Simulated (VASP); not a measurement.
# Mg3ZnS4 in VASP: single point with PBEsol

Aim: the single point of Mg3ZnS4 with PBEsol.

All numbers are computed with VASP 6.6.1; they aren't measurements. Logs are shortened: lines on timing, memory, paths and dates and some standing lists are left out, and cuts for length are marked.

## (1) The cell of the first run

The typed cell holds 8 atoms: a = 6.826 Å, b = 6.826 Å, c = 6.827 Å, α = 131.73°, β = 131.72°, γ = 70.66°.

## (2) Single point, PBEsol

Input file INCAR:

```
SYSTEM = Mg3ZnS4
ALGO = Normal
EDIFF = 1E-6
ENCUT = 520
GGA = PS
ISIF = 2
ISMEAR = -1
LASPH = .True.
LCHARG = .True.
LELF = .True.
LREAL = .False.
LVHAR = .True.
LWAVE = .False.
NBANDS = 31
NELM = 60
PREC = Accurate
SIGMA = 0.05
```

Input file KPOINTS:

```
k-points
0
Gamma
  4 4 4
  0 0 0
```

Input file POSCAR:

```
Mg3ZnS4
1.0
   -2.7914054972      2.7914520137      5.5692238672
    2.7908528520     -2.7916985392      5.5690669186
    2.7913934946      2.7916813102     -5.5693483961
Mg Zn S
3 1 4
Direct
    0.5136954316      0.5119894547      0.0175860080
    0.7636827113      0.2619802390      0.5175616106
    0.2636841572      0.7619922148      0.5175710104
    0.0137011686      0.0119897413      0.0175858722
    0.6509824667      0.1318222375      0.0175975188
    0.1335403833      0.6492638948      0.0175986618
    0.3764435993      0.3747359428      0.5001785586
    0.8938811971      0.8921710570      0.5350522937
```

Potentials or basis: VASP PAW PBE potentials, release 64 (Mg, Zn, S).

Launch:

```
> cat potpaw_PBE.64/Mg/POTCAR potpaw_PBE.64/Zn/POTCAR potpaw_PBE.64/S/POTCAR > POTCAR
> mpirun -np 1 vasp_std > vasp.out
```

OUTCAR:

```text
SYSTEM = Mg3ZnS4
   EDIFF = 1E-6
   ENCUT = 520
   GGA = PS
   ISIF = 2
   ISMEAR = -1
   LASPH = .True.
   LREAL = .False.
   NELM = 60
   PREC = Accurate

 ion  position               nearest neighbor table
   1  0.514  0.512  0.018-   8 2.45   5 2.45   6 2.45   7 2.45
   2  0.764  0.262  0.518-   6 2.44   8 2.44   5 2.44   7 2.44
   3  0.264  0.762  0.518-   5 2.44   7 2.44   8 2.44   6 2.44
   4  0.014  0.012  0.018-   6 2.34   7 2.34   8 2.34   5 2.34
   5  0.651  0.132  0.018-   4 2.34   3 2.44   2 2.44   1 2.45
   6  0.134  0.649  0.018-   4 2.34   2 2.44   3 2.44   1 2.45
   7  0.376  0.375  0.500-   4 2.34   3 2.44   2 2.44   1 2.45
   8  0.894  0.892  0.535-   4 2.34   2 2.44   3 2.44   1 2.45

  LATTYP: Found a triclinic cell.
 ALAT       =     6.8266392710
 B/A-ratio  =     1.6315921144
 C/A-ratio  =     0.8177151497
 COS(alpha) =     0.0001000403
 COS(beta)  =     0.4089370466
 COS(gamma) =     0.8158551309

  Lattice vectors:

 A1 = (  -2.7913934946,  -2.7916813102,   5.5693483961)
 A2 = (  -0.0005526452,  -0.0002465255,  11.1382907858)
 A3 = (  -5.5822463466,   0.0000172290,   0.0002814775)

Analysis of symmetry for initial positions (statically):
=====================================================================
 Subroutine PRICEL returns:
 Original cell was already a primitive cell.

 Routine SETGRP: Setting up the symmetry group for a
 triclinic supercell.

 Subroutine GETGRP returns: Found  1 space group operations
 (whereof  1 operations were pure point group operations)
 out of a pool of  2 trial point group operations.

The static configuration has the point symmetry C_1 .

Analysis of symmetry for dynamics (positions and initial velocities):
=====================================================================
 Subroutine PRICEL returns:
 Original cell was already a primitive cell.

 Routine SETGRP: Setting up the symmetry group for a
 triclinic supercell.

 Subroutine GETGRP returns: Found  1 space group operations
 (whereof  1 operations were pure point group operations)
 out of a pool of  2 trial point group operations.

The dynamic configuration has the point symmetry C_1 .

 Subroutine INISYM returns: Found  1 space group operations
 (whereof  1 operations are pure point group operations),
 and found     1 'primitive' translations

----------------------------------------------------------------------------------------

                                     Primitive cell

  volume of cell :     173.5704

  direct lattice vectors                    reciprocal lattice vectors
    -2.791405497  2.791452014  5.569223867     0.000005080  0.179112896  0.089784346
     2.790852852 -2.791698539  5.569066919     0.179143881  0.000002388  0.089789270
     2.791393495  2.791681310 -5.569348396     0.179139907  0.179111279  0.000012853

  length of vectors
     6.826448819  6.826195626  6.826639271     0.200356329  0.200386235  0.253321844

  position of ions in fractional coordinates (direct lattice)
     0.513695432  0.511989455  0.017586008
     0.763682711  0.261980239  0.517561611
     0.263684157  0.761992215  0.517571010
     0.013701169  0.011989741  0.017585872
     0.650982467  0.131822238  0.017597519
     0.133540383  0.649263895  0.017598662
     0.376443599  0.374735943  0.500178559
     0.893881197  0.892171057  0.535052294

  ion indices of the primitive-cell ions
   primitive index   ion index
                 1           1
                 2           2
                 3           3
                 4           4
                 5           5
                 6           6
                 7           7
                 8           8

----------------------------------------------------------------------------------------

 KPOINTS: k-points

Automatic generation of k-mesh.
 Grid dimensions read from file:
 generate k-points for:    4    4    4

 Generating k-lattice:

  Cartesian coordinates                     Fractional coordinates (reciprocal lattice)
     0.000001270  0.044778224  0.022446087     0.250000000  0.000000000  0.000000000
     0.044785970  0.000000597  0.022447318     0.000000000  0.250000000  0.000000000
     0.044784977  0.044777820  0.000003213    -0.000000000  0.000000000  0.250000000

  Length of vectors
     0.050089082  0.050096559  0.063330461

  Shift w.r.t. Gamma in fractional coordinates (k-lattice)
     0.000000000  0.000000000  0.000000000

 Subroutine IBZKPT returns following result:
 ===========================================

 Found     36 irreducible k-points:

 Following reciprocal coordinates:
            Coordinates               Weight
  0.000000  0.000000  0.000000      1.000000
  0.250000 -0.000000  0.000000      2.000000
  0.500000 -0.000000  0.000000      1.000000
 -0.000000  0.250000 -0.000000      2.000000
  0.250000  0.250000 -0.000000      2.000000
  0.500000  0.250000  0.000000      2.000000
[... 16 lines left out ...]
  0.000000 -0.250000  0.250000      2.000000
  0.250000 -0.250000  0.250000      2.000000
 [... further k-points ...]
   k-points           NKPTS =     36   k-points in BZ     NKDIM =     36   number of bands    NBANDS=     31
   number of dos      NEDOS =    301   number of ions     NIONS =      8
   total plane-waves  NPLWV = 157464
   dimension x,y,z NGX =    54 NGY =   54 NGZ =   54
   dimension x,y,z NGXF=   108 NGYF=  108 NGZF=  108
   ions per type =               3   1   4
   NGX,Y,Z   is equivalent  to a cutoff of  13.15, 13.15, 13.15 a.u.
   NGXF,Y,Z  is equivalent  to a cutoff of  26.30, 26.30, 26.30 a.u.
 SYSTEM =  Mg3ZnS4
   PREC   = accura    normal or accurate (medium, high low for compatibility)
   ISTART =      0    job   : 0-new  1-cont  2-samecut
   ICHARG =      2    charge: 1-file 2-atom 10-const
   ISPIN  =      1    spin polarized calculation?
   LNONCOLLINEAR =      F non collinear calculations
   LSORBIT =      F    spin-orbit coupling
   LASPH  =      T    aspherical Exc in radial PAW
   ENCUT  =  520.0 eV  38.22 Ry    6.18 a.u.  12.69 12.69 12.69*2*pi/ulx,y,z
   NELM   =     60;   NELMIN=  2; NELMDL= -5     # of ELM steps
   EDIFF  = 0.1E-05   stopping-criterion for ELM
   LREAL  =      F    real-space projection
   EDIFFG = 0.1E-04   stopping-criterion for IOM
   NSW    =      0    number of steps for IOM
   IBRION =     -1    ionic relax: 0-MD 1-quasi-New 2-CG
   NFREE  =      0    steps in history (QN), initial steepest desc. (CG)
   ISIF   =      2    stress and relaxation
   ISYM   =      2    0-nonsym 1-usesym 2-fastsym
   POTIM  = 0.5000    time-step for ionic-motion
   TEBEG  =    0.0;   TEEND  =   0.0 temperature during run
   PSTRESS=    0.0 pullay stress
   NELECT =      42.0000    total number of electrons
   NUPDOWN=      -1.0000    fix difference up-down
   EMIN   =  10.00;   EMAX   =-10.00  energy-range for DOS
   EFERMI =   0.00;   METHOD = LEGACY
   ISMEAR =    -1;   SIGMA  =   0.05  broadening in eV -4-tet -1-fermi 0-gaus
   EFERMI_NEDOS =   21; number of points for ismear=-14 and -15
   IALGO  =     38    algorithm
   IMIX   =      4    mixing-type and parameters
     AMIX     =   0.40;   BMIX     =  1.00
     AMIX_MAG =   1.60;   BMIX_MAG =  1.00
  volume/ion in A,a.u.               =      21.70       146.41
  Fermi-wavevector in a.u.,A,eV,Ry     =   1.020155  1.927813 14.159798  1.040716
  Thomas-Fermi vector in A             =   2.153709
   LORBIT       =      0    0 simple, 1 ext, 2 COOP (PROOUT), +10 PAW based schemes
   GGA     = PS    functional components
   LHFCALC =     F    Hartree Fock is set to
   AEXX    =    0.0000 exact exchange contribution
   IVDW    =     0    specifies the selected vdW correction
   LEPSILON=     F    determine dielectric tensor
   LRPA    =     F    only Hartree local field effects (RPA)
 non-spin polarized calculation
  energy-cutoff  :      520.00
  volume of cell :      173.57
 maximum number of plane-waves:      4725
 NGX is ok and might be reduce to    54
   NGX = 25   NGY = 25   NGZ = 25

 number of electron      42.0000004 magnetization

 Free energy of the ion-electron system (eV)
  ---------------------------------------------------
  ext. energy  EPLUGINS =         0.00000000
  ---------------------------------------------------
  free energy    TOTEN  =       -34.27070499 eV

  energy without entropy =      -34.27070499  energy(sigma->0) =      -34.27070499

 E-fermi :   2.4469     XC(G=0):  -8.9107

 val. band max:        1.3521869791   @ k =   0.0000   0.0000   0.0000
 cond. band min:       4.3187117654   @ k =   0.0000   0.0000   0.0000
 fundamental gap:      2.9665247863
 Fermi energy:         2.4469434660

 k-point     1 :       0.0000    0.0000    0.0000
  band No.  band energies     occupation
      1     -10.4604      2.00000
      2      -9.4238      2.00000
      3      -9.4164      2.00000
      4      -9.4164      2.00000
      5      -4.0003      2.00000
      6      -3.9814      2.00000
[... 23 lines left out ...]
     30       8.7619      0.00000
     31       9.1047      0.00000

 k-point     2 :       0.2500   -0.0000    0.0000
  band No.  band energies     occupation
      1     -10.3022      2.00000
      2      -9.5369      2.00000
      3      -9.4654      2.00000
      4      -9.4542      2.00000
      5      -4.0422      2.00000
      6      -4.0093      2.00000
[... 23 lines left out ...]
     30       8.7710      0.00000
     31       9.3029      0.00000

 k-point     3 :       0.5000   -0.0000    0.0000
  band No.  band energies     occupation
      1      -9.9782      2.00000
      2      -9.8358      2.00000
      3      -9.4976      2.00000
      4      -9.4922      2.00000
      5      -4.0985      2.00000
      6      -4.0120      2.00000
[... 23 lines left out ...]
     30       8.6790      0.00000
     31       8.8318      0.00000

 k-point     4 :      -0.0000    0.2500   -0.0000
  band No.  band energies     occupation
      1     -10.3022      2.00000
      2      -9.5368      2.00000
      3      -9.4655      2.00000
      4      -9.4543      2.00000
      5      -4.0422      2.00000
      6      -4.0092      2.00000
[... 23 lines left out ...]
     30       8.7711      0.00000
     31       9.2987      0.00000

 k-point     5 :       0.2500    0.2500   -0.0000
  band No.  band energies     occupation
      1     -10.1142      2.00000
      2      -9.5846      2.00000
      3      -9.5487      2.00000
      4      -9.5379      2.00000
      5      -4.0626      2.00000
      6      -4.0179      2.00000
[... 23 lines left out ...]
     30       8.9941      0.00000
     31       9.1259      0.00000
[... 542 lines left out ...]
     30       8.9213      0.00000
     31       9.2633      0.00000

 k-point    22 :      -0.2500    0.5000    0.2500
  band No.  band energies     occupation
      1     -10.0884      2.00000
      2      -9.7183      2.00000
      3      -9.5813      2.00000
      4      -9.4256      2.00000
      5      -4.0828      2.00000
      6      -4.0576      2.00000
[... 23 lines left out ...]
     30       8.8502      0.00000
     31       9.0993      0.00000

 k-point    23 :       0.0000   -0.2500    0.2500
  band No.  band energies     occupation
      1     -10.3022      2.00000
      2      -9.5370      2.00000
      3      -9.4653      2.00000
      4      -9.4542      2.00000
      5      -4.0422      2.00000
      6      -4.0092      2.00000
[... 23 lines left out ...]
     30       8.7713      0.00000
     31       9.3056      0.00000

 k-point    24 :       0.2500   -0.2500    0.2500
  band No.  band energies     occupation
      1     -10.0101      2.00000
      2      -9.7195      2.00000
      3      -9.6591      2.00000
      4      -9.4152      2.00000
      5      -4.0858      2.00000
      6      -4.0327      2.00000
[... 23 lines left out ...]
     30       9.0888      0.00000
     31       9.1325      0.00000

 [... further k-points ...]
[... 5 lines left out ...]
  --------------------------------------------------------------------------------------
  -------------------------------------------------------------------------------------
  Total       -0.0219535     -0.0263156     -0.0191742      0.0001362      0.0012561      0.0032660
  in kB       -0.2026466     -0.2429112     -0.1769916      0.0012569      0.0115942      0.0301477
  external PRESSURE =      -0.2075165 kB  Pullay stress =       0.0000000 kB

 VOLUME and BASIS-vectors are now :
 -----------------------------------------------------------------------------
  energy-cutoff  :      520.00
  volume of cell :      173.57
      direct lattice vectors                 reciprocal lattice vectors
    -2.791405497  2.791452014  5.569223867     0.000005080  0.179112896  0.089784346
     2.790852852 -2.791698539  5.569066919     0.179143881  0.000002388  0.089789270
     2.791393495  2.791681310 -5.569348396     0.179139907  0.179111279  0.000012853

 POSITION                                       TOTAL-FORCE (eV/Angst)
 -----------------------------------------------------------------------------------
      0.04404      0.05373      5.61425        -0.000038      0.000011      0.000033
      0.04412      2.84528      2.82962         0.000190      0.000064     -0.000027
      2.83530      0.05370      2.82957        -0.000134      0.000102     -0.000102
      0.04431      0.05387      0.04513         0.000215     -0.000021      0.000108
     -1.40014      1.49831      4.26159         0.012802     -0.012812     -0.011745
      1.48836     -1.39065      4.26150        -0.012864      0.012743     -0.011862
      1.39122      1.40101      1.39776         0.012666      0.012745      0.011852
      1.48827      1.49825      6.96689        -0.012838     -0.012831      0.011744
 -----------------------------------------------------------------------------------
    total drift:                                0.000141     -0.000034      0.000149

  FREE ENERGIE OF THE ION-ELECTRON SYSTEM (eV)
  ---------------------------------------------------
  free  energy   TOTEN  =       -34.2707049934 eV

  energy  without entropy=      -34.2707049933  energy(sigma->0) =      -34.27070499
```

Run time: 5.1 min. Hardware: 1 thread of Intel Xeon Platinum 8375C at 2.90GHz (Ice Lake), shared host; peak memory 0.5 GiB.

Results:

| Quantity | Value |
| --- | --- |
| Free energy | -34.2707 eV |
| Pressure | 0.0 GPa |
| Largest force | 0.022 eV/Å |
| Band gap on the k mesh | 2.97 eV, direct |

Forces in eV/Å, atoms in the order of the input:
```
Mg   0.000  0.000  0.000
Mg   0.000  0.000  0.000
Mg   0.000  0.000  0.000
Zn   0.000  0.000  0.000
S    0.013 -0.013 -0.012
S   -0.013  0.013 -0.012
S    0.013  0.013  0.012
S   -0.013 -0.013  0.012
```

Levels at points of the mesh, in eV from the valence-band top:
```
           k point  band 19  band 20  band 21  band 22  band 23  band 24
(0.00, 0.00, 0.00)     0.00     0.00     0.00     2.97     3.52     5.09
(0.50, 0.00, 0.00)    -0.87    -0.64    -0.40     5.27     5.35     5.40
(0.00, 0.50, 0.00)    -0.87    -0.64    -0.40     5.27     5.35     5.40
(0.50, 0.50, 0.00)    -0.46    -0.45    -0.42     4.03     4.94     5.70
(0.00, 0.00, 0.50)    -0.46    -0.45    -0.42     4.03     4.94     5.70
(0.50, 0.00, 0.50)    -0.87    -0.64    -0.40     5.27     5.35     5.40
(0.00, 0.50, 0.50)    -0.87    -0.64    -0.40     5.27     5.35     5.40
(0.50, 0.50, 0.50)    -0.94    -0.57    -0.57     3.57     3.57     4.39
```

Caveat: the PAW data sets were made with another functional, which shifts forces and pressure a little. PBEsol gaps usually lie below the measured ones, often by a third to a half.
